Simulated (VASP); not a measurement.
# CeMn2Re2: single point with r2SCAN

The system is CeMn2Re2.

```
Re Mn Ce
1.0
     0.00000    3.95621    0.00000
     3.95621    0.00000    0.00000
     1.97811    1.97811   -5.33578
Re Mn Ce
2 2 1
Cartesian
  1.9781 1.9781 -1.2379
  3.9562 3.9562 -4.0979
  1.9781 3.9562 -2.6679
  3.9562 1.9781 -2.6679
  0.0000 0.0000 0.0000
```

```yaml
Program: VASP 6.6.1
Task: single point
Functional: r2SCAN
Potentials_or_basis: VASP PAW PBE potentials, release 64 (Re, Mn_pv, Ce)
Cutoff: 520 eV
k_mesh: 6 × 6 × 6
Occupations: fermi-dirac, width 0.1 eV
Spin: no spin polarisation
```

```json
{"Pressure": "1.4 GPa", "Largest force": "2.865 eV/Å", "Band gap on the k mesh": "zero (band 26 reaches 8.35 eV, above the bottom of band 27 at 8.13 eV)"}
```

Forces on the atoms (eV/Å):
```
Re   0.000  0.000 -2.865
Re   0.000  0.000  2.865
Mn   0.000  0.000  0.000
Mn   0.000  0.000  0.000
Ce   0.000  0.000  0.000
```

Stress tensor (GPa, compression positive):
```
 3.17  0.00  0.00
 0.00  3.17  0.00
 0.00  0.00 -2.23
```

Levels at points of the mesh, in eV from the Fermi level:
| k point | band 22 | band 23 | band 24 | band 25 | band 26 | band 27 | band 28 | band 29 | band 30 | band 31 |
| --- | --- | --- | --- | --- | --- | --- | --- | --- | --- | --- |
| (0.00, 0.00, 0.00) | -1.55 | -0.97 | -0.39 | -0.39 | -0.09 | 0.10 | 0.16 | 0.16 | 0.73 | 0.73 |
| (0.50, 0.00, 0.00) | -2.14 | -1.37 | -0.78 | -0.61 | -0.10 | 0.29 | 0.45 | 0.49 | 0.58 | 0.66 |
| (0.50, 0.50, 0.00) | -1.64 | -1.08 | -0.35 | -0.15 | -0.04 | 0.16 | 0.33 | 0.53 | 0.65 | 0.70 |
| (0.00, 0.00, 0.50) | -2.06 | -0.92 | -0.16 | -0.16 | 0.23 | 0.29 | 0.65 | 0.65 | 0.67 | 1.10 |

Run time: 29 min on 1 thread of AMD EPYC 7R13 (shared host), peak memory 0.26 GiB.

Caveat: the PAW data sets were made with another functional, which shifts forces and pressure a little; spin-orbit coupling is left out, which moves the levels of the heavy elements; without U or exact exchange the open f shell lies at the Fermi level, which spoils levels, moments and volumes. Spin polarisation is off, so any magnetic state and its effect on volume and gap are missing.
